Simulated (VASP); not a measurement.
# Fe (Im-3m) in VASP: single point with PBE

Aim: the single point of Fe with PBE.

All numbers are computed with VASP 6.6.1; they aren't measurements. Logs are shortened: lines on timing, memory, paths and dates and some standing lists are left out, and cuts for length are marked.

## 1. The cell of the first run

It takes space group Im-3m (No. 229, cubic). Conventional cell: a = 2.929 Å, b = 2.929 Å, c = 2.929 Å, α = 90.00°, β = 90.00°, γ = 90.00°. Within 3.3 Å of Fe (site symmetry m-3m) lie 14 Fe at 2.54 to 2.93 Å.

## 2. Single point, PBE, non-collinear spin, typed start, spin-orbit coupling

The input, INCAR:

```
SYSTEM = Fe
PREC = Accurate
ENCUT = 520
EDIFF = 1E-7
ISMEAR = 0
SIGMA = 0.1
LREAL = .False.
LASPH = .True.
NELM = 150
ALGO = Normal
ISIF = 2
LWAVE = .False.
LCHARG = .False.
MAGMOM = 0 0 2.2
LORBIT = 11
LSORBIT = .True.
GGA_COMPAT = .False.
LORBMOM = .True.
LMAXMIX = 4
GGA = PE
NBANDS = 19
```

The input, KPOINTS:

```
regular mesh
0
Gamma
  5 5 5
  0 0 0
```

The input, POSCAR:

```
Fe
1.0
   -1.4645000000      1.4645000000      1.4645000000
    1.4645000000     -1.4645000000      1.4645000000
    1.4645000000      1.4645000000     -1.4645000000
Fe
1
Direct
    0.0000000000      0.0000000000      0.0000000000
```

Potentials or basis: VASP PAW PBE potentials, release 64 (Fe).

On the command line:

```
> cat potpaw_PBE.64/Fe/POTCAR > POTCAR
> mpirun -np 1 vasp_ncl > vasp.out
```

OUTCAR:

```text
SYSTEM = Fe
   PREC = Accurate
   ENCUT = 520
   EDIFF = 1E-7
   ISMEAR = 0
   LREAL = .False.
   LASPH = .True.
   NELM = 150
   ISIF = 2
   LORBIT = 11
   LSORBIT = .True.
   GGA = PE

 ion  position               nearest neighbor table
   1  0.000  0.000  0.000-

  LATTYP: Found a body centered cubic cell.
 ALAT       =     2.9290000000

  Lattice vectors:

 A1 = (  -1.4645000000,   1.4645000000,   1.4645000000)
 A2 = (   1.4645000000,  -1.4645000000,   1.4645000000)
 A3 = (   1.4645000000,   1.4645000000,  -1.4645000000)

Analysis of symmetry for initial positions (statically):
=====================================================================
 Subroutine PRICEL returns:
 Original cell was already a primitive cell.

 Routine SETGRP: Setting up the symmetry group for a
 body centered cubic supercell.

 Subroutine GETGRP returns: Found 48 space group operations
 (whereof 48 operations were pure point group operations)
 out of a pool of 48 trial point group operations.

The static configuration has the point symmetry O_h .

Analysis of symmetry for dynamics (positions and initial velocities):
=====================================================================
 Subroutine PRICEL returns:
 Original cell was already a primitive cell.

 Routine SETGRP: Setting up the symmetry group for a
 body centered cubic supercell.

 Subroutine GETGRP returns: Found 48 space group operations
 (whereof 48 operations were pure point group operations)
 out of a pool of 48 trial point group operations.

The dynamic configuration has the point symmetry O_h .

Analysis of structural, dynamic, and magnetic symmetry:
=====================================================================
 Subroutine PRICEL returns:
 Original cell was already a primitive cell.

 Routine SETGRP: Setting up the symmetry group for a
 body centered cubic supercell.

 Subroutine GETGRP returns: Found  8 space group operations
 (whereof  8 operations were pure point group operations)
 out of a pool of 48 trial point group operations.

The overall configuration has the point symmetry C_4h.

 Subroutine INISYM returns: Found  8 space group operations
 (whereof  8 operations are pure point group operations),
 and found     1 'primitive' translations

----------------------------------------------------------------------------------------

                                     Primitive cell

  volume of cell :      12.5640

  direct lattice vectors                    reciprocal lattice vectors
    -1.464500000  1.464500000  1.464500000     0.000000000  0.341413452  0.341413452
     1.464500000 -1.464500000  1.464500000     0.341413452  0.000000000  0.341413452
     1.464500000  1.464500000 -1.464500000     0.341413452  0.341413452  0.000000000

  length of vectors
     2.536588408  2.536588408  2.536588408     0.482831534  0.482831534  0.482831534

  position of ions in fractional coordinates (direct lattice)
     0.000000000  0.000000000  0.000000000

  ion indices of the primitive-cell ions
   primitive index   ion index
                 1           1

----------------------------------------------------------------------------------------

 KPOINTS: regular mesh

Automatic generation of k-mesh.
 Grid dimensions read from file:
 generate k-points for:    5    5    5

 Generating k-lattice:

  Cartesian coordinates                     Fractional coordinates (reciprocal lattice)
     0.000000000  0.068282690  0.068282690     0.200000000  0.000000000  0.000000000
     0.068282690  0.000000000  0.068282690     0.000000000  0.200000000  0.000000000
     0.068282690  0.068282690  0.000000000     0.000000000  0.000000000  0.200000000

  Length of vectors
     0.096566307  0.096566307  0.096566307

  Shift w.r.t. Gamma in fractional coordinates (k-lattice)
     0.000000000  0.000000000  0.000000000

 Subroutine IBZKPT returns following result:
 ===========================================

 Found     21 irreducible k-points:

 Following reciprocal coordinates:
[... 38 lines left out ...]
   ENCUT  =  520.0 eV  38.22 Ry    6.18 a.u.   4.72  4.72  4.72*2*pi/ulx,y,z
   NELM   =    150;   NELMIN=  2; NELMDL= -5     # of ELM steps
   EDIFF  = 0.1E-06   stopping-criterion for ELM
   LREAL  =      F    real-space projection
   EDIFFG = 0.1E-05   stopping-criterion for IOM
   NSW    =      0    number of steps for IOM
   IBRION =     -1    ionic relax: 0-MD 1-quasi-New 2-CG
   NFREE  =      0    steps in history (QN), initial steepest desc. (CG)
   ISIF   =      2    stress and relaxation
   ISYM   =      2    0-nonsym 1-usesym 2-fastsym
   POTIM  = 0.5000    time-step for ionic-motion
   TEBEG  =    0.0;   TEEND  =   0.0 temperature during run
   PSTRESS=    0.0 pullay stress
   NELECT =       8.0000    total number of electrons
   NUPDOWN=      -1.0000    fix difference up-down
   EMIN   =  10.00;   EMAX   =-10.00  energy-range for DOS
   EFERMI =   0.00;   METHOD = LEGACY
   ISMEAR =     0;   SIGMA  =   0.10  broadening in eV -4-tet -1-fermi 0-gaus
   EFERMI_NEDOS =   21; number of points for ismear=-14 and -15
   IALGO  =     38    algorithm
   IMIX   =      4    mixing-type and parameters
     AMIX     =   0.40;   BMIX     =  1.00
     AMIX_MAG =   1.60;   BMIX_MAG =  1.00
  volume/ion in A,a.u.               =      12.56        84.79
  Fermi-wavevector in a.u.,A,eV,Ry     =   1.408409  2.661507 26.988732  1.983616
  Thomas-Fermi vector in A             =   2.530570
   LORBIT       =     11    0 simple, 1 ext, 2 COOP (PROOUT), +10 PAW based schemes
   GGA     = PE    functional components
   LHFCALC =     F    Hartree Fock is set to
   AEXX    =    0.0000 exact exchange contribution
   IVDW    =     0    specifies the selected vdW correction
   LEPSILON=     F    determine dielectric tensor
   LRPA    =     F    only Hartree local field effects (RPA)
 Gauss-broadening in eV      SIGMA  =   0.10
  energy-cutoff  :      520.00
  volume of cell :       12.56
 maximum number of plane-waves:       690
   NGX =  9   NGY =  9   NGZ =  9

 number of electron       8.0000000 magnetization       0.0000000      0.0000000      2.2000000

 number of electron       7.9999998 magnetization       0.0000000     -0.0000000      2.4704840

 Free energy of the ion-electron system (eV)
  ---------------------------------------------------
  ext. energy  EPLUGINS =         0.00000000
  ---------------------------------------------------
  free energy    TOTEN  =        -8.13422502 eV

  energy without entropy =       -8.12693506  energy(sigma->0) =       -8.13058004

 E-fermi :   4.8110     XC(G=0): -12.5504

 val. band max:        4.7236666741   @ k =   0.4000   0.2000  -0.4000
 cond. band min:       4.8300516319   @ k =   0.0000   0.0000   0.0000
 fundamental gap:      0.1063849578
 Fermi energy:         4.8109599322

 k-point     1 :       0.0000    0.0000    0.0000
  band No.  band energies     occupation
      1      -3.0225      1.00000
      2      -2.8446      1.00000
      3       2.6436      1.00000
      4       2.6698      1.00000
      5       2.7021      1.00000
      6       3.7094      1.00000
[... 439 lines left out ...]
      6       4.2774      1.00000
[... 11 lines left out ...]
     18      20.7309      0.00000
     19      21.2589      0.00000

------------------------ aborting loop because EDIFF is reached ----------------------------------------

  FORCE on cell =-STRESS in cart. coord.  units (eV):
  Direction    XX          YY          ZZ          XY          YZ          ZX
  --------------------------------------------------------------------------------------
  -------------------------------------------------------------------------------------
  Total       -0.9213364     -0.9213364     -0.9193191      0.0000002     -0.0000000      0.0000000
  in kB     -117.4899423   -117.4899423   -117.2326986      0.0000255     -0.0000000      0.0000000
  external PRESSURE =    -117.4041944 kB  Pullay stress =       0.0000000 kB

 VOLUME and BASIS-vectors are now :
 -----------------------------------------------------------------------------
  energy-cutoff  :      520.00
  volume of cell :       12.56
      direct lattice vectors                 reciprocal lattice vectors
    -1.464500000  1.464500000  1.464500000     0.000000000  0.341413452  0.341413452
     1.464500000 -1.464500000  1.464500000     0.341413452  0.000000000  0.341413452
     1.464500000  1.464500000 -1.464500000     0.341413452  0.341413452  0.000000000

 POSITION                                       TOTAL-FORCE (eV/Angst)
 -----------------------------------------------------------------------------------
      0.00000      0.00000      0.00000        -0.000000      0.000000     -0.000000
 -----------------------------------------------------------------------------------
    total drift:                                0.000000     -0.000000      0.000000

  FREE ENERGIE OF THE ION-ELECTRON SYSTEM (eV)
  ---------------------------------------------------
  free  energy   TOTEN  =        -8.1342250188 eV

  energy  without entropy=       -8.1269350570  energy(sigma->0) =       -8.13058004

 orbital moment (x)

 # of ion     p       d       tot
 ----------------------------------------
  1         0.000  -0.000  -0.000
 ----------------------------------------
            0.000  -0.000  -0.000

 orbital moment (y)

 # of ion     p       d       tot
 ----------------------------------------
  1         0.000  -0.000  -0.000
 ----------------------------------------
            0.000  -0.000  -0.000

 orbital moment (z)

 # of ion     p       d       tot
 ----------------------------------------
  1         0.000   0.051   0.051
 ----------------------------------------
            0.000   0.051   0.051

 Spin-Orbit-Coupling matrix elements

 Ion:    1  E_soc:     -0.0133792
 l=   1
     0.0000000    -0.0003177    -0.0002746
    -0.0003177     0.0000000    -0.0003177
    -0.0002746    -0.0003177     0.0000000
 l=   2
     0.0000000    -0.0005091     0.0000000    -0.0005091    -0.0011501
    -0.0005091     0.0000000    -0.0011879    -0.0004407    -0.0003974
     0.0000000    -0.0011879     0.0000000    -0.0011879     0.0000000
    -0.0005091    -0.0004407    -0.0011879     0.0000000    -0.0003974
    -0.0011501    -0.0003974     0.0000000    -0.0003974     0.0000000
 l=   3
     0.0000000     0.0000000     0.0000000     0.0000000     0.0000000     0.0000000     0.0000000
     0.0000000     0.0000000     0.0000000     0.0000000     0.0000000     0.0000000     0.0000000
     0.0000000     0.0000000     0.0000000     0.0000000     0.0000000     0.0000000     0.0000000
     0.0000000     0.0000000     0.0000000     0.0000000     0.0000000     0.0000000     0.0000000
     0.0000000     0.0000000     0.0000000     0.0000000     0.0000000     0.0000000     0.0000000
     0.0000000     0.0000000     0.0000000     0.0000000     0.0000000     0.0000000     0.0000000
     0.0000000     0.0000000     0.0000000     0.0000000     0.0000000     0.0000000     0.0000000

 total charge

# of ion       s       p       d       tot
------------------------------------------
    1        0.447   0.461   6.172   7.079

 magnetization (x)

# of ion       s       p       d       tot
------------------------------------------
    1        0.000   0.000   0.000   0.000

 magnetization (y)

# of ion       s       p       d       tot
------------------------------------------
    1        0.000  -0.000  -0.000  -0.000

 magnetization (z)

# of ion       s       p       d       tot
------------------------------------------
    1       -0.015  -0.039   2.528   2.474
```

It took 46 s on 1 thread of Intel Xeon Platinum 8259CL at 2.50GHz (Skylake/Cascade Lake), shared host; peak memory 0.16 GiB.

Results:

```yaml
Free_energy: -8.1342 eV
Pressure: -11.7 GPa
Net_moment: 2.47 μB per cell
Valence_electrons_inside_the_program's_atomic_spheres: Fe 7.08
```

Moments on the atoms (μB; x, y, z):
```
Fe  0.00 0.00 2.47
```

Caveat: the k points lie up to 0.61 Å⁻¹ apart.
